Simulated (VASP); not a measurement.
Crystal: Bi.

```
Bi
1.0
     4.74619    0.00000    0.00000
    -2.37310    4.11032    0.00000
     0.00000    0.00000    5.38471
Bi
3
Direct
  0.22540 0.00000 0.33333
  0.00000 0.22540 0.66667
  0.77460 0.77460 0.00000
```

| Quantity | Value |
| --- | --- |
| Program | VASP 6.6.1 |
| Task | relaxation of cell and atoms |
| Functional | PBEsol |
| Potentials or basis | VASP PAW PBE potentials, release 64 (Bi_d) |
| Cutoff | 600 eV |
| k mesh | 6 × 6 × 4 |
| Occupations | gaussian, width 0.1 eV |
| Spin | no spin polarisation |

At the start: pressure 15.3 GPa; volume 35.02 Å³/atom.

How do energy, volume and symmetry change on relaxing?

Over 17 steps the energy falls by 1088.0 meV/atom and the volume is 33.48 Å³/atom (-4.4 %); space group R-3m (No. 166, to 0.05 Å).

Step by step:
| step | energy change (eV) | largest force (eV/Å) | pressure (GPa) | volume (Å³) |
| --- | --- | --- | --- | --- |
| 1 | 0.0000 | 5.5405 | 15.27 | 105.05 |
| 2 | -0.7446 | 0.2070 | -7.33 | 163.75 |
| 3 | -1.9021 | 0.9507 | -3.27 | 130.71 |
| 4 | -1.9080 | 1.0481 | -2.91 | 129.46 |
| 5 | -1.9090 | 1.1415 | -2.59 | 128.26 |
| 6 | -2.2655 | 1.3140 | -2.14 | 119.41 |
| 7 | -2.9787 | 1.2105 | 4.40 | 95.17 |
| 8 | -3.1463 | 0.6161 | 3.32 | 95.44 |
| 9 | -3.2182 | 0.0518 | 2.67 | 95.75 |
| 10 | -3.2189 | 0.0068 | 2.65 | 95.78 |
| 11 | -3.2530 | 0.0666 | 0.49 | 99.27 |
| 12 | -3.2543 | 0.0778 | 0.01 | 100.16 |
| 13 | -3.2560 | 0.0623 | 0.00 | 100.19 |
| 14 | -3.2596 | 0.0336 | 0.00 | 100.27 |
| 15 | -3.2635 | 0.0158 | -0.03 | 100.40 |
| 16 | -3.2523 | 0.1591 | -0.05 | 100.54 |
| 17 | -3.2639 | 0.0321 | -0.05 | 100.43 |

Final structure:
```xyz
3
Lattice="4.5255 0.0000 0.0000 -2.2627 3.9192 0.0000 0.0000 0.0000 5.6623" Properties=species:S:1:pos:R:3 pbc="T T T"
Bi   -0.7478    3.9192    1.8874
Bi   -0.7575    1.3119    3.7749
Bi    1.5053    2.6072    0.0000
```

Caveat: the PAW data sets were made with another functional, which shifts forces and pressure a little.
